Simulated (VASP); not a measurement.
# Mo2C (P-3m1) in VASP: notebook

Runs on Mo2C. Level: LDA. Tasks: single point, relaxation of cell and atoms.

Everything below comes from runs of VASP 6.6.1. Logs are shortened: lines on timing, memory, paths and dates and some standing lists are left out, and cuts for length are marked.

### 1 The cell of the first run

Symmetry: P-3m1, No. 164, trigonal system. Conventional cell: a = 3.016 Å, b = 3.016 Å, c = 4.596 Å, α = 90.00°, β = 90.00°, γ = 120.00°. Mo (site symmetry 3m) has 3 C at 2.09 Å within 2.8 Å. Within 2.8 Å of C (site symmetry -3m) lie 6 Mo at 2.09 Å.

### 2 Single point, LDA

The input, INCAR:

```
PREC = Accurate
ENCUT = 520
EDIFF = 1E-7
ISMEAR = 0
SIGMA = 0.1
LREAL = F
LASPH = T
NELM = 100
ALGO = Normal
ISIF = 2
LWAVE = F
LCHARG = T
GGA = CA
LELF = T
LVHAR = T
NBANDS = 23
```

The input, KPOINTS:

```
regular mesh
0
Gamma
  18 18 10
```

The input, POSCAR:

```
Mo2C
1.0
    3.0156476294      0.0000000000      0.0000000000
   -1.5078238147      2.6116274559      0.0000000000
    0.0000000000      0.0000000000      4.5964891283
Mo C
2 1
Direct
    0.3333333333      0.6666666667      0.2488603170
    0.6666666667      0.3333333333      0.7511396830
    0.0000000000      0.0000000000      0.5000000000
```

Potentials or basis: VASP PAW LDA potentials, release 64 (Mo_sv, C).

The run is started by

```sh
$ cat potpaw_LDA.64/Mo_sv/POTCAR potpaw_LDA.64/C/POTCAR > POTCAR
$ mpirun -np 1 vasp_std > vasp.out
```

OUTCAR:

```text
PREC = Accurate
   ENCUT = 520
   EDIFF = 1E-7
   ISMEAR = 0
   LREAL = F
   LASPH = T
   NELM = 100
   ISIF = 2
   GGA = CA

 ion  position               nearest neighbor table
   1  0.333  0.667  0.249-   3 2.09   3 2.09   3 2.09   2 2.87   2 2.87   2 2.87   2 2.89   2 2.89
                             2 2.89
   2  0.667  0.333  0.751-   3 2.09   3 2.09   3 2.09   1 2.87   1 2.87   1 2.87   1 2.89   1 2.89
                             1 2.89
   3  0.000  0.000  0.500-   1 2.09   2 2.09   1 2.09   2 2.09   2 2.09   1 2.09

  LATTYP: Found a hexagonal cell.
 ALAT       =     3.0156476294
 C/A-ratio  =     1.5242129364

  Lattice vectors:

 A1 = (   3.0156476294,   0.0000000000,   0.0000000000)
 A2 = (  -1.5078238147,   2.6116274559,   0.0000000000)
 A3 = (   0.0000000000,   0.0000000000,   4.5964891283)

Analysis of symmetry for initial positions (statically):
=====================================================================
 Subroutine PRICEL returns:
 Original cell was already a primitive cell.

 Routine SETGRP: Setting up the symmetry group for a
 hexagonal supercell.

 Subroutine GETGRP returns: Found 12 space group operations
 (whereof 12 operations were pure point group operations)
 out of a pool of 24 trial point group operations.

The static configuration has the point symmetry D_3d.

Analysis of symmetry for dynamics (positions and initial velocities):
=====================================================================
 Subroutine PRICEL returns:
 Original cell was already a primitive cell.

 Routine SETGRP: Setting up the symmetry group for a
 hexagonal supercell.

 Subroutine GETGRP returns: Found 12 space group operations
 (whereof 12 operations were pure point group operations)
 out of a pool of 24 trial point group operations.

The dynamic configuration has the point symmetry D_3d.

 Subroutine INISYM returns: Found 12 space group operations
 (whereof 12 operations are pure point group operations),
 and found     1 'primitive' translations

----------------------------------------------------------------------------------------

                                     Primitive cell

  volume of cell :      36.2008

  direct lattice vectors                    reciprocal lattice vectors
     3.015647629  0.000000000  0.000000000     0.331603729  0.191451502  0.000000000
[... 79 lines left out ...]
   PREC   = accura    normal or accurate (medium, high low for compatibility)
   ISTART =      0    job   : 0-new  1-cont  2-samecut
   ICHARG =      2    charge: 1-file 2-atom 10-const
   ISPIN  =      1    spin polarized calculation?
   LNONCOLLINEAR =      F non collinear calculations
   LSORBIT =      F    spin-orbit coupling
   LASPH  =      T    aspherical Exc in radial PAW
   ENCUT  =  520.0 eV  38.22 Ry    6.18 a.u.   5.61  5.61  8.55*2*pi/ulx,y,z
   NELM   =    100;   NELMIN=  2; NELMDL= -5     # of ELM steps
   EDIFF  = 0.1E-06   stopping-criterion for ELM
   LREAL  =      F    real-space projection
   EDIFFG = 0.1E-05   stopping-criterion for IOM
   NSW    =      0    number of steps for IOM
   IBRION =     -1    ionic relax: 0-MD 1-quasi-New 2-CG
   NFREE  =      0    steps in history (QN), initial steepest desc. (CG)
   ISIF   =      2    stress and relaxation
   ISYM   =      2    0-nonsym 1-usesym 2-fastsym
   POTIM  = 0.5000    time-step for ionic-motion
   TEBEG  =    0.0;   TEEND  =   0.0 temperature during run
   PSTRESS=    0.0 pullay stress
   NELECT =      32.0000    total number of electrons
   NUPDOWN=      -1.0000    fix difference up-down
   EMIN   =  10.00;   EMAX   =-10.00  energy-range for DOS
   EFERMI =   0.00;   METHOD = LEGACY
   ISMEAR =     0;   SIGMA  =   0.10  broadening in eV -4-tet -1-fermi 0-gaus
   EFERMI_NEDOS =   21; number of points for ismear=-14 and -15
   IALGO  =     38    algorithm
   IMIX   =      4    mixing-type and parameters
     AMIX     =   0.40;   BMIX     =  1.00
     AMIX_MAG =   1.60;   BMIX_MAG =  1.00
  volume/ion in A,a.u.               =      12.07        81.43
  Fermi-wavevector in a.u.,A,eV,Ry     =   1.571154  2.969051 33.586328  2.468525
  Thomas-Fermi vector in A             =   2.672781
   LORBIT       =      0    0 simple, 1 ext, 2 COOP (PROOUT), +10 PAW based schemes
   GGA     = CA    functional components
   LHFCALC =     F    Hartree Fock is set to
   AEXX    =    0.0000 exact exchange contribution
   IVDW    =     0    specifies the selected vdW correction
   LEPSILON=     F    determine dielectric tensor
   LRPA    =     F    only Hartree local field effects (RPA)
 non-spin polarized calculation
 Gauss-broadening in eV      SIGMA  =   0.10
  energy-cutoff  :      520.00
  volume of cell :       36.20
 maximum number of plane-waves:      1007
 NGX is ok and might be reduce to    24
   NGX = 11   NGY = 11   NGZ = 17

 number of electron      31.9999998 magnetization

 Free energy of the ion-electron system (eV)
  ---------------------------------------------------
  ext. energy  EPLUGINS =         0.00000000
  ---------------------------------------------------
  free energy    TOTEN  =       -34.75604443 eV

  energy without entropy =      -34.74969824  energy(sigma->0) =      -34.75287133

 E-fermi :  12.6726     XC(G=0): -13.6744

 val. band max:       12.6618891566   @ k =  -0.0556   0.3333   0.2000
 cond. band min:      12.6742118206   @ k =   0.1111   0.0556   0.4000
 fundamental gap:      0.0123226640
 Fermi energy:        12.6725738057

 k-point     1 :       0.0000    0.0000    0.0000
  band No.  band energies     occupation
      1     -48.5542      2.00000
      2     -48.3596      2.00000
      3     -23.3874      2.00000
      4     -22.5621      2.00000
      5     -22.5621      2.00000
      6     -22.3978      2.00000
[... 613 lines left out ...]
     22      16.9971      0.00000
     23      20.4715      0.00000

 [... further k-points ...]
[... 5 lines left out ...]
  --------------------------------------------------------------------------------------
  -------------------------------------------------------------------------------------
  Total        0.3121887      0.3121887      0.3157376      0.0000000      0.0000000      0.0000000
  in kB       13.8168705     13.8168705     13.9739395      0.0000000      0.0000000      0.0000000
  external PRESSURE =      13.8692269 kB  Pullay stress =       0.0000000 kB

 VOLUME and BASIS-vectors are now :
 -----------------------------------------------------------------------------
  energy-cutoff  :      520.00
  volume of cell :       36.20
      direct lattice vectors                 reciprocal lattice vectors
     3.015647629  0.000000000  0.000000000     0.331603729  0.191451502  0.000000000
    -1.507823815  2.611627456  0.000000000     0.000000000  0.382903005  0.000000000
     0.000000000  0.000000000  4.596489128     0.000000000  0.000000000  0.217557351

 POSITION                                       TOTAL-FORCE (eV/Angst)
 -----------------------------------------------------------------------------------
     -0.00000      1.74108      1.14388        -0.000000     -0.000000     -0.063780
      1.50782      0.87054      3.45261         0.000000      0.000000      0.063780
      0.00000      0.00000      2.29824         0.000000      0.000000      0.000000
 -----------------------------------------------------------------------------------
    total drift:                                0.000000     -0.000000      0.000000

  FREE ENERGIE OF THE ION-ELECTRON SYSTEM (eV)
  ---------------------------------------------------
  free  energy   TOTEN  =       -34.7560444305 eV

  energy  without entropy=      -34.7496982370  energy(sigma->0) =      -34.75287133
```

Wall time 97 s (1 thread of Intel Xeon 6975P-C (Granite Rapids), shared host); peak memory 0.32 GiB.

What came out:

| Quantity | Value |
| --- | --- |
| Free energy | -34.7560 eV |
| Pressure | 1.4 GPa |
| Largest force | 0.064 eV/Å |
| Band gap on the k mesh | zero (band 16 reaches 14.21 eV, above the bottom of band 17 at 11.50 eV) |

Forces on the atoms (eV/Å):
```
Mo   0.000  0.000 -0.064
Mo   0.000  0.000  0.064
C    0.000  0.000  0.000
```

Levels at points of the mesh, in eV from the Fermi level:
```tsv
k point	band 14	band 15	band 16	band 17	band 18	band 19
(0.00, 0.00, 0.00)	-1.41	-1.33	-1.33	-1.10	-1.10	0.52
(0.50, 0.00, 0.00)	-2.72	-1.27	1.23	2.11	2.52	2.69
(0.00, 0.00, 0.50)	-2.19	-2.19	-2.04	0.78	0.78	1.36
(0.50, 0.00, 0.50)	-1.80	-1.44	-0.44	0.61	1.64	2.16
```

(Continued in part 2 of 2.)
